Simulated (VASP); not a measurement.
Write the native input for VASP 6.6.1 that does the following.

```yaml
Task: single point
Functional: BLYP
Potentials_or_basis: VASP PAW PBE potentials, release 64 (P)
Cutoff: 520 eV
k_mesh: 11 × 11 × 11
Occupations: fermi-dirac, width 0.1 eV
Spin: no spin polarisation
Dipole_correction: no
Further_INCAR_settings: ALGO = Normal; EDIFF = 1e-07; NBANDS = 12
```

The structure of P lies in POSCAR:

```
P
1.0
    0.0000000000      2.8949788674      2.8949788674
    2.8949788674      0.0000000000      2.8949788674
    2.8949788674      2.8949788674      0.0000000000
P
2
Direct
    0.1250000000      0.1250000000      0.1250000000
    0.8750000000      0.8750000000      0.8750000000
```

This cell differs from its parent crystal: volume scaled by 1.04.

One way to write it, as run:

INCAR

```
SYSTEM = P
PREC = Accurate ; ENCUT = 520
EDIFF = 1E-7 ; ISMEAR = -1
SIGMA = 0.1 ; LREAL = .FALSE.
LASPH = .TRUE. ; NELM = 80
ALGO = Normal ; ISIF = 2
LWAVE = .FALSE. ; LCHARG = .FALSE.
GGA = B5 ; ALDAX = 1.0
AGGAX = 1.0 ; AGGAC = 1.0
ALDAC = 0.0 ; NBANDS = 12
```

KPOINTS

```
regular mesh
0
G
  11 11 11
  0 0 0
```

Potentials or basis: VASP PAW PBE potentials, release 64 (P).

Command:

```bash
$ cat potpaw_PBE.64/P/POTCAR > POTCAR
$ mpirun -np 1 vasp_std > vasp.out
```

Results of the run:

```yaml
Pressure: -1.5 GPa
Band_gap_on_the_k_mesh: zero (band 5 reaches 5.23 eV, above the bottom of band 6 at 4.07 eV)
```

Caveat: the PAW data sets were made with another functional, which shifts forces and pressure a little.

It took 34 s on 1 thread of Intel(R) Xeon(R) Platinum 8488C (Sapphire Rapids), on a shared host, peak memory 0.17 GiB.
